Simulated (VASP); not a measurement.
# LiF (Fm-3m) in VASP: notebook, part 2 of 2

VASP 6.6.1.

## 3. Single point, r2SCAN

Input file POSCAR:

```
LiF
1.0
    0.0000000000      1.9948986626      1.9948986626
    1.9948986626      0.0000000000      1.9948986626
    1.9948986626      1.9948986626      0.0000000000
Li F
1 1
Direct
    0.0000000000      0.0000000000      0.0000000000
    0.5000000000      0.5000000000      0.5000000000
```

Input file INCAR.step1:

```
SYSTEM = LiF
ALGO = Normal
EDIFF = 1E-4
ENCUT = 520
GGA = PE
ISMEAR = 0
LASPH = .TRUE.
LCHARG = .FALSE.
LREAL = .FALSE.
LWAVE = .TRUE.
NBANDS = 12
NELM = 100
PREC = Accurate
SIGMA = 0.02
```

Input file INCAR.step2:

```
SYSTEM = LiF
ALGO = Normal
EDIFF = 1E-7
ENCUT = 520
ISIF = 2
ISMEAR = 0
ISTART = 1
LASPH = .TRUE.
LCHARG = .FALSE.
LMIXTAU = .TRUE.
LREAL = .FALSE.
LWAVE = .FALSE.
METAGGA = R2SCAN
NBANDS = 12
NELM = 100
PREC = Accurate
SIGMA = 0.02
```

Input file KPOINTS:

```
k-points
0
G
  10 10 10
  0 0 0
```

Potentials or basis: VASP PAW PBE potentials, release 64 (Li_sv, F).

On the command line:

```sh
cat potpaw_PBE.64/Li_sv/POTCAR potpaw_PBE.64/F/POTCAR > POTCAR
cp INCAR.step1 INCAR
mpirun -np 1 vasp_std > vasp.out
cp INCAR.step2 INCAR
mpirun -np 1 vasp_std > vasp.out
```

Run time: 22 s. Hardware: 1 thread of Intel Xeon Platinum 8488C (Sapphire Rapids), shared host; peak memory 0.13 GiB.

The run converged. Its results:

```yaml
Free_energy: -11.9032 eV
Band_gap_on_the_k_mesh: 10.55 eV, direct
```

Levels at points of the mesh, in eV from the valence-band top:
```csv
k point,band 2,band 3,band 4,band 5,band 6,band 7,band 8,band 9
"(0.00, 0.00, 0.00)",-21.17,0.00,0.00,0.00,10.55,25.77,25.77,25.77
"(0.50, 0.00, 0.00)",-20.74,-2.58,-0.25,-0.25,11.99,18.50,20.68,20.68
"(0.50, 0.50, 0.00)",-20.46,-3.13,-1.05,-1.05,16.35,17.59,19.49,22.28
```

Caveat: the cutoff is under 1.25 times the usual one of these potentials, so pressure, stress and relaxed cells hold a basis-set (Pulay) error; the PAW data sets were made with another functional, which shifts forces and pressure a little. r2SCAN opens gaps a little over a GGA but as a rule still falls short of measured ones.

## 4. Single point, r2SCAN (volume scaled by 0.97)

Input file POSCAR:

```
LiF
1.0
    0.0000000000      1.9747467933      1.9747467933
    1.9747467933      0.0000000000      1.9747467933
    1.9747467933      1.9747467933      0.0000000000
Li F
1 1
Direct
    0.0000000000      0.0000000000      0.0000000000
    0.5000000000      0.5000000000      0.5000000000
```

Input file INCAR.step1:

```
SYSTEM = LiF
PREC     = Accurate       ! precision mode
ENCUT    = 520            ! plane-wave cutoff, eV
ISMEAR   = 0              ! smearing method
SIGMA    = 0.02           ! smearing width, eV
LREAL    = .FALSE.        ! projectors in reciprocal space
LASPH    = .TRUE.         ! aspherical terms in the spheres
NELM     = 60             ! most SCF steps
NBANDS   = 12             ! bands
GGA      = PE             ! functional
ALGO     = Normal         ! electronic algorithm
EDIFF    = 1E-4           ! SCF threshold, eV
LWAVE    = .TRUE.         ! write WAVECAR
LCHARG   = .FALSE.        ! write CHGCAR
```

Input file INCAR.step2:

```
SYSTEM = LiF
PREC     = Accurate       ! precision mode
ENCUT    = 520            ! plane-wave cutoff, eV
EDIFF    = 1E-7           ! SCF threshold, eV
ISMEAR   = 0              ! smearing method
SIGMA    = 0.02           ! smearing width, eV
LREAL    = .FALSE.        ! projectors in reciprocal space
LASPH    = .TRUE.         ! aspherical terms in the spheres
NELM     = 60             ! most SCF steps
ALGO     = Normal         ! electronic algorithm
ISIF     = 2              ! what is computed and relaxed
LWAVE    = .FALSE.        ! write WAVECAR
LCHARG   = .FALSE.        ! write CHGCAR
METAGGA  = R2SCAN         ! meta-GGA
LMIXTAU  = .TRUE.       
NBANDS   = 12             ! bands
ISTART   = 1
```

Input file KPOINTS:

```
Automatic mesh
0
G
  10 10 10
  0 0 0
```

On the command line:

```sh
cat potpaw_PBE.64/Li_sv/POTCAR potpaw_PBE.64/F/POTCAR > POTCAR
cp INCAR.step1 INCAR
mpirun -np 1 vasp_std > vasp.out
cp INCAR.step2 INCAR
mpirun -np 1 vasp_std > vasp.out
```

Wall time 25 s (1 thread of Intel Xeon Platinum 8488C (Sapphire Rapids), shared host); peak memory 0.13 GiB.

The run converged. Its results:

- Free energy: -11.8996 eV
- Band gap on the k mesh: 10.85 eV, direct

Levels at points of the mesh, in eV from the valence-band top:
| k point | band 2 | band 3 | band 4 | band 5 | band 6 | band 7 | band 8 | band 9 |
| --- | --- | --- | --- | --- | --- | --- | --- | --- |
| (0.00, 0.00, 0.00) | -21.26 | 0.00 | 0.00 | 0.00 | 10.85 | 26.08 | 26.08 | 26.08 |
| (0.50, 0.00, 0.00) | -20.81 | -2.67 | -0.26 | -0.26 | 12.17 | 18.89 | 20.94 | 20.94 |
| (0.50, 0.50, 0.00) | -20.50 | -3.27 | -1.10 | -1.10 | 16.66 | 17.74 | 19.90 | 22.69 |

Caveat: the cell differs from its parent crystal (volume scaled by 0.97); the cutoff is under 1.25 times the usual one of these potentials, so pressure, stress and relaxed cells hold a basis-set (Pulay) error; the PAW data sets were made with another functional, which shifts forces and pressure a little.

## 5. Single point, r2SCAN

Input file POSCAR:

```
LiF
1.0
    0.0000000000      2.0146514192      2.0146514192
    2.0146514192      0.0000000000      2.0146514192
    2.0146514192      2.0146514192      0.0000000000
Li F
1 1
Direct
    0.0000000000      0.0000000000      0.0000000000
    0.5000000000      0.5000000000      0.5000000000
```

Input file INCAR.step1:

```
PREC = Accurate
ENCUT = 520
ISMEAR = 0
SIGMA = 0.02
LREAL = F
LASPH = T
NELM = 60
NBANDS = 12
GGA = PE
ALGO = Normal
EDIFF = 1E-4
LWAVE = T
LCHARG = F
```

Input file INCAR.step2:

```
PREC = Accurate
ENCUT = 520
EDIFF = 1E-6
ISMEAR = 0
SIGMA = 0.02
LREAL = F
LASPH = T
NELM = 60
ALGO = Normal
ISIF = 2
LWAVE = F
LCHARG = F
METAGGA = R2SCAN
LMIXTAU = T
NBANDS = 12
ISTART = 1
```

Input file KPOINTS:

```
regular mesh
0
Gamma
  10 10 10
```

On the command line:

```sh
cat potpaw_PBE.64/Li_sv/POTCAR potpaw_PBE.64/F/POTCAR > POTCAR
cp INCAR.step1 INCAR
mpirun -np 1 vasp_std > vasp.out
cp INCAR.step2 INCAR
mpirun -np 1 vasp_std > vasp.out
```

Wall time 24 s (1 thread of Intel Xeon Platinum 8488C (Sapphire Rapids), shared host); peak memory 0.11 GiB.

Results (log left out):

```
Free energy            : -11.8988 eV
Band gap on the k mesh : 10.26 eV, direct
```

Levels at points of the mesh, in eV from the valence-band top:
```tsv
k point	band 1	band 2	band 3	band 4	band 5	band 6	band 7	band 8	band 9	band 10
(0.00, 0.00, 0.00)	-42.07	-21.09	0.00	0.00	0.00	10.26	25.47	25.47	25.47	26.06
(0.50, 0.00, 0.00)	-42.01	-20.68	-2.49	-0.24	-0.24	11.83	18.12	20.43	20.43	32.25
(0.50, 0.50, 0.00)	-42.00	-20.42	-3.00	-1.01	-1.01	16.05	17.44	19.10	21.90	21.91
```

Caveat: the cutoff is under 1.25 times the usual one of these potentials, so pressure, stress and relaxed cells hold a basis-set (Pulay) error; the PAW data sets were made with another functional, which shifts forces and pressure a little. A k mesh can miss the band edges.

## 6. Single point, r2SCAN (volume scaled by 1.06)

Input file POSCAR:

```
LiF
1.0
    0.0000000000      2.0340242559      2.0340242559
    2.0340242559      0.0000000000      2.0340242559
    2.0340242559      2.0340242559      0.0000000000
Li F
1 1
Direct
    0.0000000000      0.0000000000      0.0000000000
    0.5000000000      0.5000000000      0.5000000000
```

Input file INCAR.step1:

```
PREC = Accurate ; ENCUT = 520
ISMEAR = 0 ; SIGMA = 0.02
LREAL = F ; LASPH = T
NELM = 100 ; NBANDS = 12
GGA = PE ; ALGO = Normal
EDIFF = 1E-4 ; LWAVE = T
LCHARG = F
```

Input file INCAR.step2:

```
PREC = Accurate ; ENCUT = 520
EDIFF = 1E-6 ; ISMEAR = 0
SIGMA = 0.02 ; LREAL = F
LASPH = T ; NELM = 100
ALGO = Normal ; ISIF = 2
LWAVE = F ; LCHARG = F
METAGGA = R2SCAN ; LMIXTAU = T
NBANDS = 12 ; ISTART = 1
```

Input file KPOINTS:

```
Automatic mesh
0
Gamma
  10 10 10
```

Potentials or basis: VASP PAW PBE potentials, release 64 (Li_sv, F).

On the command line:

```sh
cat potpaw_PBE.64/Li_sv/POTCAR potpaw_PBE.64/F/POTCAR > POTCAR
cp INCAR.step1 INCAR
mpirun -np 1 vasp_std > vasp.out
cp INCAR.step2 INCAR
mpirun -np 1 vasp_std > vasp.out
```

Wall time 21 s (1 thread of Intel Xeon Platinum 8488C (Sapphire Rapids), shared host); peak memory 0.13 GiB.

It converged, with:

| Property | Result |
| --- | --- |
| Free energy | -11.8889 eV |
| Band gap on the k mesh | 9.98 eV, direct |

Levels at points of the mesh, in eV from the valence-band top:
```
           k point  band 3  band 4  band 5  band 6  band 7  band 8
(0.00, 0.00, 0.00)    0.00    0.00    0.00    9.98   25.18   25.18
(0.50, 0.00, 0.00)   -2.40   -0.23   -0.23   11.66   17.76   20.17
(0.50, 0.50, 0.00)   -2.88   -0.96   -0.96   15.76   17.29   18.71
```

Caveat: the cell differs from its parent crystal (volume scaled by 1.06); the cutoff is under 1.25 times the usual one of these potentials, so pressure, stress and relaxed cells hold a basis-set (Pulay) error; the PAW data sets were made with another functional, which shifts forces and pressure a little.

## 7. Relaxation of cell and atoms, r2SCAN

This run uses another cell than the first one, of 8.17 Å³/atom, 1.029 times its volume.

Input file POSCAR:

```
LiF
1.0
    0.0000000000      2.0140000000      2.0140000000
    2.0140000000      0.0000000000      2.0140000000
    2.0140000000      2.0140000000      0.0000000000
Li F
1 1
Direct
    0.0000000000      0.0000000000      0.0000000000
    0.5000000000      0.5000000000      0.5000000000
```

Input file INCAR.step1:

```
PREC = Accurate ; ENCUT = 600
ISMEAR = 0 ; SIGMA = 0.02
LREAL = F ; LASPH = T
NELM = 80 ; GGA = PE
ALGO = Normal ; EDIFF = 1E-4
LWAVE = T ; LCHARG = F
```

Input file INCAR.step2:

```
PREC = Accurate ; ENCUT = 600
EDIFF = 1E-7 ; ISMEAR = 0
SIGMA = 0.02 ; LREAL = F
LASPH = T ; NELM = 80
ALGO = Normal ; ISIF = 3
LWAVE = F ; LCHARG = F
METAGGA = R2SCAN ; LMIXTAU = T
IBRION = 2 ; NSW = 100
EDIFFG = -0.005 ; ISTART = 1
```

Input file KPOINTS:

```
regular mesh
0
Gamma
  10 10 10
```

On the command line:

```sh
cat potpaw_PBE.64/Li_sv/POTCAR potpaw_PBE.64/F/POTCAR > POTCAR
cp INCAR.step1 INCAR
mpirun -np 1 vasp_std > vasp.out
cp INCAR.step2 INCAR
mpirun -np 1 vasp_std > vasp.out
```

It took 76 s on 1 thread of Intel Xeon Platinum 8488C (Sapphire Rapids), shared host; peak memory 0.13 GiB.

The run converged. Its results:

```yaml
Free_energy: -11.9111 eV
Relaxed_volume: 7.84 Å³/atom
Relaxed_cell: a = 2.810 Å, b = 2.810 Å, c = 2.810 Å, α = 60.00°, β = 60.00°, γ = 60.00°
Space_group_after_relaxing_to_0.05_Å: Fm-3m (No. 225)
Energy_gained_by_relaxing: 3.7 meV/atom
Ionic_steps: 4
Pressure_after_relaxing: 0.0 GPa
Band_gap_on_the_k_mesh: 10.67 eV, direct
```

The path:
| step | energy change (eV) | largest force (eV/Å) | pressure (GPa) | volume (Å³) |
| --- | --- | --- | --- | --- |
| 1 | 0.0000 | 0.0000 | -3.25 | 16.34 |
| 2 | -0.0060 | 0.0000 | -1.48 | 15.95 |
| 3 | -0.0072 | 0.0000 | -0.38 | 15.75 |
| 4 | -0.0073 | 0.0000 | -0.01 | 15.68 |

Final structure:
```yaml
crystal:
  lattice:
    - [0.00000, 1.98676, 1.98676]
    - [1.98676, 0.00000, 1.98676]
    - [1.98676, 1.98676, 0.00000]
  atoms:
    - { symbol: Li, position: [0.00000, 0.00000, 0.00000] }
    - { symbol: F, position: [0.50000, 0.50000, 0.50000] }
```

Levels at points of the mesh, in eV from the valence-band top:
| k point | band 2 | band 3 | band 4 | band 5 | band 6 | band 7 | band 8 | band 9 |
| --- | --- | --- | --- | --- | --- | --- | --- | --- |
| (0.00, 0.00, 0.00) | -21.21 | 0.00 | 0.00 | 0.00 | 10.67 | 25.90 | 25.90 | 25.90 |
| (0.50, 0.00, 0.00) | -20.77 | -2.61 | -0.26 | -0.26 | 12.07 | 18.66 | 20.78 | 20.78 |
| (0.50, 0.50, 0.00) | -20.48 | -3.18 | -1.07 | -1.07 | 16.47 | 17.66 | 19.65 | 22.44 |

Caveat: the cutoff is under 1.25 times the usual one of these potentials, so pressure, stress and relaxed cells hold a basis-set (Pulay) error; the PAW data sets were made with another functional, which shifts forces and pressure a little. r2SCAN opens gaps a little over a GGA but as a rule still falls short of measured ones.

## 8. The runs side by side

| task | cell | cutoff (eV) | gap on the mesh (eV) |
| --- | --- | --- | --- |
| single point | a = 2.821 Å, angles 60.0°, 2 atoms | 520 | 10.55 |
| single point | a = 2.793 Å, angles 60.0°, 2 atoms | 520 | 10.85 |
| single point | a = 2.849 Å, angles 60.0°, 2 atoms | 520 | 10.26 |
| single point | a = 2.877 Å, angles 60.0°, 2 atoms | 520 | 9.98 |
| relaxation of cell and atoms | relaxed from a = 2.848 Å, angles 60.0°, 2 atoms | 600 | 10.67 |

Alike in all rows: level r2SCAN; potentials or basis VASP PAW PBE potentials, release 64 (Li_sv, F); no spin polarisation; k mesh 10 × 10 × 10; smearing gaussian 0.02 eV.

Caveats: the cutoff is under 1.25 times the usual one of these potentials, so pressure, stress and relaxed cells hold a basis-set (Pulay) error; the PAW data sets were made with another functional, which shifts forces and pressure a little.

Absolute energies hang on the potentials; compare differences alone.
